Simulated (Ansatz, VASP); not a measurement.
Two plane-wave programs on BaMgAsF

```
Ba As Mg F
1.0
     4.31467    0.00000    0.00000
     0.00000    4.31467    0.00000
     0.00000    0.00000    9.31152
Ba As Mg F
2 2 2 2
Cartesian
  2.1573 0.0000 1.4301
  0.0000 2.1573 7.8814
  2.1573 0.0000 6.1978
  0.0000 2.1573 3.1137
  2.1573 2.1573 4.6558
  0.0000 0.0000 4.6558
  2.1573 2.1573 0.0000
  0.0000 0.0000 0.0000
```

Alike in both runs: functional LDA; k mesh 6 × 6 × 4; occupations gaussian, width 0.02 eV; no spin polarisation.

Ansatz relaxed the structure, and its values are those at the end. VASP's run is a single point on that final structure, the one shown.

|  | VASP | Ansatz |
| --- | --- | --- |
| version | VASP 6.6.1 | Ansatz 0.2.0 |
| potentials or method | VASP PAW LDA potentials, release 64 (Ba_sv, As, Mg, F), cutoff 520 eV | scalar-relativistic, plane waves, PAW |
| valence electrons in the cell | 48 | 84 |

|  | VASP | Ansatz | Ansatz less VASP |
| --- | --- | --- | --- |
| gap on the k mesh at the Fermi level (eV) | 1.44 | 1.47 | +0.028 |
| least direct gap on the mesh (eV) | 1.44 | 1.47 | +0.028 |
| pressure (GPa) | 0.7 | 0.0 | -0.73 |
| rms of the force components (eV/Å) | 0.057 | 0.000 | -0.0563 |

LDA's correlation is that of Perdew and Zunger in VASP and of Perdew and Wang (1992) in Ansatz. VASP's potentials hold 48 valence electrons a cell and Ansatz's 84, so a difference there can come from the potentials and not from the codes.

Neither program's run includes spin-orbit coupling.
